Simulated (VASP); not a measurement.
# Ti: electric field gradients with PBE

Crystal: Ti.

```xyz
2
Lattice="2.8615 0.0000 0.0000 -1.4307 2.4781 0.0000 0.0000 0.0000 4.6860" Properties=species:S:1:pos:R:3 pbc="T T T"
Ti    0.0000    1.6521    1.1715
Ti    1.4307    0.8260    3.5145
```

This cell differs from its parent crystal: equal xx and yy strain of -3 %.

| Item | Value |
| --- | --- |
| Program | VASP 6.6.1 |
| Task | electric field gradients |
| Functional | PBE |
| Potentials or basis | VASP PAW PBE potentials, release 64 (Ti_sv) |
| Cutoff | 520 eV |
| k mesh | 13 × 13 × 7 |
| Occupations | fermi-dirac, width 0.08 eV |
| Spin | no spin polarisation |
| Dipole correction | no |
| Further INCAR settings | ALGO = Normal; EDIFF = 1e-08; NBANDS = 19 |

| Quantity | Value |
| --- | --- |
| Pressure | 5.2 GPa |
| Band gap on the k mesh | zero (bands 12 and 13 overlap by 1.01 eV) |
| Largest electric field gradient by atom | Ti +11.8 V/Å² |

Stress tensor (GPa, compression positive):
```
6.48 0.00 0.00
0.00 6.48 0.00
0.00 0.00 2.66
```

Levels at points of the mesh, in eV from the Fermi level:
| k point | band 8 | band 9 | band 10 | band 11 | band 12 | band 13 | band 14 | band 15 | band 16 | band 17 |
| --- | --- | --- | --- | --- | --- | --- | --- | --- | --- | --- |
| (0.00, 0.00, 0.00) | -32.53 | -6.30 | -2.80 | 0.60 | 0.73 | 0.86 | 0.86 | 1.33 | 1.33 | 1.90 |

Electric field gradients, principal values (V/Å²):
```tsv
atom	least	middle	greatest (by size)
1 Ti	-5.920	-5.922	11.843
2 Ti	-5.920	-5.922	11.843
```

Run time: 100 s on 1 thread of Intel Xeon 8259CL, with other jobs on the host, peak memory 0.18 GiB.

Caveat: the cell differs from its parent crystal (equal xx and yy strain of -3 %); the cell stands under pressure; without QUAD_EFG the Cq values of the log hold for a quadrupole moment of 1 mb, not for the nuclei.
